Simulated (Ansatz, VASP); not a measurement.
## One calculation of AlO2, two programs

The input INCAR:

```
SYSTEM = AlO2
PREC = Accurate
ENCUT = 520
EDIFF = 1E-6
ISMEAR = 0
SIGMA = 0.1
LREAL = .False.
LASPH = .True.
NELM = 150
ALGO = Normal
ISIF = 2
LWAVE = .False.
LCHARG = .False.
ISPIN = 2
MAGMOM = 0 0 0 0 2.5 2.5
LORBIT = 11
GGA = PS
NBANDS = 28
```

File KPOINTS:

```
Automatic mesh
0
Gamma
  12 12 10
  0 0 0
```

File POSCAR:

```
AlO2
1.0
    1.4881620000     -5.4028330000      0.0000000000
    1.4881620000      5.4028330000      0.0000000000
    0.0000000000      0.0000000000      3.6466120000
Al O
2 4
Direct
    0.3318670000      0.6681330000      0.2500000000
    0.6681330000      0.3318670000      0.7500000000
    0.7058160000      0.2941840000      0.2500000000
    0.2941840000      0.7058160000      0.7500000000
    0.9389280000      0.0610720000      0.2500000000
    0.0610720000      0.9389280000      0.7500000000
```

Input for Ansatz:

```yaml
crystal:
  lattice:
    - [1.488162, -5.402833, 0.0]
    - [1.488162, 5.402833, 0.0]
    - [0.0, 0.0, 3.646612]
  atoms:
    - { symbol: Al, position: [0.331867, 0.668133, 0.25] }
    - { symbol: Al, position: [0.668133, 0.331867, 0.75] }
    - { symbol: O, position: [0.705816, 0.294184, 0.25] }
    - { symbol: O, position: [0.294184, 0.705816, 0.75] }
    - { symbol: O, position: [0.938928, 0.061072, 0.25], spin: 2.5 }
    - { symbol: O, position: [0.061072, 0.938928, 0.75], spin: 2.5 }
basis:
  ecutwfc: 420
kpoints:
  mp_grid: { grid: [12, 12, 10] }
hamiltonian:
  xc: pbesol
scf:
  occupations: { method: gaussian, width: 0.1 }
  lower_state_search: "off"
output:
  forces: true
  stress: true
  eigenvalues: true
  populations: true
magnetization:
  spin_polarized: true
```

Alike in both runs: task single point; functional PBEsol; k mesh 12 × 12 × 10; occupations gaussian, width 0.1 eV; collinear spin.

|  | VASP | Ansatz |
| --- | --- | --- |
| version | VASP 6.6.1 | Ansatz 0.2.0 |
| potentials or method | VASP PAW PBE potentials, release 64 (Al, O), cutoff 520 eV | scalar-relativistic, plane waves, PAW |
| valence electrons in the cell | 30 | 30 |

VASP gave:

| Property | Result |
| --- | --- |
| gap on the k mesh at the Fermi level (eV) | none |
| pressure (GPa) | -5.1 |
| traceless stress, the component that is largest in VASP (GPa) | 0.55 |
| rms of the force components (eV/Å) | 0.043 |
| net moment per atom (μB) | 0.32 |
| size of the moment on the site where the two differ most (μB) | 0.72 |

Task: Estimate Ansatz's values.

Result: gap on the k mesh at the Fermi level (eV): none; pressure (GPa): -5.1; traceless stress, the component that is largest in VASP (GPa): 0.39; rms of the force components (eV/Å): 0.046; net moment per atom (μB): 0.32; size of the moment on the site where the two differ most (μB): 0.74.

VASP's potentials were made for PBE, not for PBEsol. Site moments also hang on the region over which each program counts them. Atom by atom the forces differ by 0.007 eV/Å (rms over components). A gap of «none» marks a metal or a gap that the smearing closes.
